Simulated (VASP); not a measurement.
Write the native input for VASP 6.6.1 that does the following.

```yaml
Task: relaxation of cell and atoms
Functional: LDA
Potentials_or_basis: VASP PAW LDA potentials, release 64 (Tc_pv, Pt)
Cutoff: 600 eV
k_mesh: 6 × 6 × 6
Occupations: fermi-dirac, width 0.05 eV
Spin: no spin polarisation
Dipole_correction: no
Further_INCAR_settings: ALGO = Normal; EDIFF = 1e-07; IBRION = 2; EDIFFG = -0.03; NSW = 80; ISIF = 3
```

The structure of TcPt3 lies in POSCAR:

```
TcPt3
1.0
    3.8671393391      0.0000000000      0.0000000000
    0.0000000000      3.8671393391      0.0000000000
    0.0000000000      0.0000000000      3.8671393391
Tc Pt
1 3
Direct
    0.0000000000      0.0000000000      0.0000000000
    0.0000000000      0.5000000000      0.5000000000
    0.5000000000      0.0000000000      0.5000000000
    0.5000000000      0.5000000000      0.0000000000
```

One way to write it, as run:

INCAR

```
SYSTEM = TcPt3
PREC = Accurate
ENCUT = 600
EDIFF = 1E-7
ISMEAR = -1
SIGMA = 0.05
LREAL = .False.
LASPH = .True.
NELM = 60
ALGO = Normal
ISIF = 3
LWAVE = .False.
LCHARG = .False.
GGA = CA
IBRION = 2
NSW = 80
EDIFFG = -0.03
```

KPOINTS

```
Automatic mesh
0
Gamma
  6 6 6
  0 0 0
```

Potentials or basis: VASP PAW LDA potentials, release 64 (Tc_pv, Pt).

The run is started by

```sh
$ cat potpaw_LDA.64/Tc_pv/POTCAR potpaw_LDA.64/Pt/POTCAR > POTCAR
$ mpirun -np 1 vasp_std > vasp.out
```

It gave:

```json
{
  "Relaxed volume": "14.49 Å³/atom",
  "Relaxed cell": "a = 3.870 Å, b = 3.870 Å, c = 3.870 Å, α = 90.00°, β = 90.00°, γ = 90.00°",
  "Space group after relaxing (to 0.05 Å)": "Pm-3m (No. 221)",
  "Energy gained by relaxing": "0.1 meV/atom",
  "Ionic steps": "3",
  "Pressure after relaxing": "0.0 GPa"
}
```

It took 23 s on 1 thread of Intel(R) Xeon(R) 6975P-C (Granite Rapids), on a shared host, peak memory 0.18 GiB.
